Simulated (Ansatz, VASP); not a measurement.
Pd in VASP and in Ansatz

```
Pd
1.0
    -1.54018    1.54018    1.54018
     1.54018   -1.54018    1.54018
     1.54018    1.54018   -1.54018
Pd
1
Direct
  0.00000 0.00000 0.00000
```

Change from the starting cell: volume scaled by 0.94.

Alike in both runs: task single point; functional LDA; k mesh 12 × 12 × 12; occupations fermi-dirac, width 0.05 eV; no spin polarisation.

|  | VASP | Ansatz |
| --- | --- | --- |
| version | VASP 6.6.1 | Ansatz 0.2.0 |
| potentials or method | VASP PAW LDA potentials, release 64 (Pd), cutoff 520 eV | all-electron LAPW, scalar-relativistic |

```tsv
	VASP	Ansatz	Ansatz less VASP
gap on the k mesh at the Fermi level (eV)	none	none	-
pressure (GPa)	-5.0	-5.2	-0.22
```

LDA's correlation is that of Perdew and Zunger in VASP and of Perdew and Wang (1992) in Ansatz. A gap of «none» marks a metal or a gap that the smearing closes. Ansatz ran all-electron here, and VASP with PAW potentials.
